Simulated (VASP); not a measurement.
Set up this calculation in VASP 6.6.1, as the native input.

* Task: single point
* Functional: PBE
* Potentials or basis: VASP PAW PBE potentials, release 64 (Ta_pv, S, F)
* Cutoff: 520 eV
* k mesh: 14 × 14 × 12
* Occupations: gaussian, width 0.1 eV
* Spin: no spin polarisation
* Dipole correction: no
* Further INCAR settings: ALGO = Normal; EDIFF = 1e-06; NBANDS = 19

The structure of TaSF lies in POSCAR:

```
TaSF
1.0
    3.4663537337      0.0000000000      0.0000000000
    0.0000000000      3.4663537337      0.0000000000
    0.0000000000      0.0000000000      4.1682756330
Ta S F
1 1 1
Direct
    0.5000000000      0.5000000000      0.5000000000
    0.0000000000      0.0000000000      0.5000000000
    0.5000000000      0.5000000000      0.0000000000
```

These files were run (other wordings do the same):

INCAR

```
SYSTEM = TaSF
PREC     = Accurate       ! precision mode
ENCUT    = 520            ! plane-wave cutoff, eV
EDIFF    = 1E-6           ! SCF threshold, eV
ISMEAR   = 0              ! smearing method
SIGMA    = 0.1            ! smearing width, eV
LREAL    = .FALSE.        ! projectors in reciprocal space
LASPH    = .TRUE.         ! aspherical terms in the spheres
NELM     = 100            ! most SCF steps
ALGO     = Normal         ! electronic algorithm
ISIF     = 2              ! what is computed and relaxed
LWAVE    = .FALSE.        ! write WAVECAR
LCHARG   = .TRUE.         ! write CHGCAR
GGA      = PE             ! functional
LELF     = .TRUE.         ! ELF
LVHAR    = .TRUE.       
NBANDS   = 19             ! bands
```

KPOINTS

```
regular mesh
0
G
  14 14 12
  0 0 0
```

Potentials or basis: VASP PAW PBE potentials, release 64 (Ta_pv, S, F).

Command:

```console
$ cat potpaw_PBE.64/Ta_pv/POTCAR potpaw_PBE.64/S/POTCAR potpaw_PBE.64/F/POTCAR > POTCAR
$ mpirun -np 1 vasp_std > vasp.out
```

Results of the run:

- Pressure: 0.1 GPa
- Band gap on the k mesh: zero (band 12 reaches 6.74 eV, above the bottom of band 13 at 3.98 eV)

Caveat: spin-orbit coupling is left out, which moves the levels of the heavy elements.

Run time: 2 min on 1 thread of Intel(R) Xeon(R) Platinum 8488C (Sapphire Rapids), with other jobs on the host, peak memory 0.35 GiB.
